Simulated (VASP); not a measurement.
Input of a VASP 6.6.1 run:

The input INCAR:

```
PREC = Accurate ; ENCUT = 520
EDIFF = 1E-6 ; ISMEAR = -1
SIGMA = 0.05 ; LREAL = F
LASPH = T ; NELM = 80
ALGO = Normal ; ISIF = 2
LWAVE = F ; LCHARG = F
GGA = PS ; NBANDS = 9
```

File KPOINTS:

```
Automatic mesh
0
Gamma
  15 15 8
```

POSCAR

```
Be
1.0
    2.2424371395      0.0000000000      0.0000000000
   -1.1212185697      1.9420075292      0.0000000000
    0.0000000000      0.0000000000      3.6327481659
Be
2
Direct
    0.2133333333      0.6066666667      0.1600000000
    0.7866666667      0.3933333333      0.8400000000
```

Potentials or basis: VASP PAW PBE potentials, release 64 (Be).

Command:

```bash
$ cat potpaw_PBE.64/Be/POTCAR > POTCAR
$ mpirun -np 1 vasp_std > vasp.out
```

(1) Predict the pressure.

(2) Estimate the band gap on the k mesh.

(3) Estimate the largest force.

## Answers

(1) 47.5 GPa.

(2) zero (band 2 reaches 7.51 eV, above the bottom of band 3 at 5.80 eV).

(3) 12.258 eV/Å.

Caveat: the cell differs from its parent crystal (shortest bond scaled by 0.64); the PAW data sets were made with another functional, which shifts forces and pressure a little.
